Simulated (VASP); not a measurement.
The system is Al.

```
CELL_PARAMETERS angstrom
0.00000 2.02481 2.02481
2.02481 0.00000 2.02481
2.02481 2.02481 0.00000
ATOMIC_POSITIONS crystal
Al 0.00000 0.00000 0.00000
```

```yaml
Program: VASP 6.6.1
Task: relaxation of cell and atoms
Functional: LDA
Potentials_or_basis: VASP PAW LDA potentials, release 64 (Al)
Cutoff: 600 eV
k_mesh: 18 × 18 × 18
Occupations: gaussian, width 0.1 eV
Spin: no spin polarisation
```

At the start: pressure -3.6 GPa; volume 16.60 Å³/atom.

Question: How do energy, volume and symmetry change on relaxing?

Answer: Over 3 steps the energy falls by 9.2 meV/atom and the volume is 15.82 Å³/atom (-4.7 %); space group Fm-3m (No. 225, to 0.05 Å).

The path:
```
step  energy change (eV)  largest force (eV/Å)  pressure (GPa)  volume (Å³)
   1              0.0000                0.0000           -3.60        16.60
   2             -0.0090                0.0000            0.50        15.72
   3             -0.0092                0.0000            0.00        15.82
```

Final structure:
```xyz
1
Lattice="0.0000 1.9924 1.9924 1.9924 0.0000 1.9924 1.9924 1.9924 0.0000" Properties=species:S:1:pos:R:3 pbc="T T T"
Al    0.0000    0.0000    0.0000
```
